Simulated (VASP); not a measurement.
Input of a VASP 6.6.1 run:

File INCAR:

```
PREC = Accurate ; ENCUT = 520
EDIFF = 1E-6 ; ISMEAR = 0
SIGMA = 0.1 ; LREAL = Auto
LASPH = T ; NELM = 80
ALGO = Normal ; ISIF = 2
LWAVE = F ; LCHARG = T
LDIPOL = T ; IDIPOL = 3
DIPOL = 0.5 0.5 0.305 ; GGA = PE
LELF = T ; LVHAR = T
LVACPOTAV = T ; NBANDS = 40
```

KPOINTS

```
Automatic mesh
0
Gamma
  5 4 1
```

The input POSCAR:

```
Al8H
1.0
    5.7135165837      0.0000000000      0.0000000000
    0.0000000000      8.0801326415      0.0000000000
    0.0000000000      0.0000000000     22.2432786975
Al H
16 2
Direct
    0.2500000000      0.2500000000      0.1798296040
    0.2500000000      0.7500000000      0.1798296040
    0.7500000000      0.2500000000      0.1798296040
    0.7500000000      0.7500000000      0.1798296040
    0.0000000000      0.0000000000      0.2440458181
    0.0000000000      0.5000000000      0.2440458181
    0.5000000000      0.0000000000      0.2440458181
    0.5000000000      0.5000000000      0.2440458181
    0.2500000000      0.2500000000      0.3102598702
    0.2500000000      0.7500000000      0.3102598702
    0.7500000000      0.2500000000      0.3102598702
    0.7500000000      0.7500000000      0.3102598702
    0.0000000000      0.0000000000      0.3705963860
    0.0000000000      0.5000000000      0.3705963860
    0.5000000000      0.0000000000      0.3705963860
    0.5000000000      0.5000000000      0.3705963860
    0.2500000000      0.1769195165      0.5324430296
    0.2500000000      0.3230804835      0.5324430296
```

Potentials or basis: VASP PAW PBE potentials, release 64 (Al, H).

Run with:

```sh
$ cat potpaw_PBE.64/Al/POTCAR potpaw_PBE.64/H/POTCAR > POTCAR
$ mpirun -np 1 vasp_std > vasp.out
```

Question: Predict the band gap on the k mesh.

Answer: Zero (bands 25 and 26 overlap by 0.49 eV).

Question: What does it give for the largest force?

Answer: 4.634 eV/Å.

Forces on the atoms (eV/Å):
```
Al   0.000  0.000  0.216
Al   0.000  0.000  0.216
Al   0.000  0.000  0.211
Al   0.000  0.000  0.217
Al  -0.001 -0.001 -0.207
Al  -0.001  0.001 -0.207
Al   0.001 -0.001 -0.207
Al   0.001  0.001 -0.207
Al   0.000  0.000 -0.013
Al   0.000  0.000 -0.016
Al   0.000  0.000 -0.016
Al   0.000  0.000 -0.013
Al  -0.001  0.000  0.011
Al  -0.001  0.000  0.011
Al   0.001  0.000  0.011
Al   0.001  0.000  0.011
H    0.000  4.634 -0.007
H    0.000 -4.634 -0.007
```
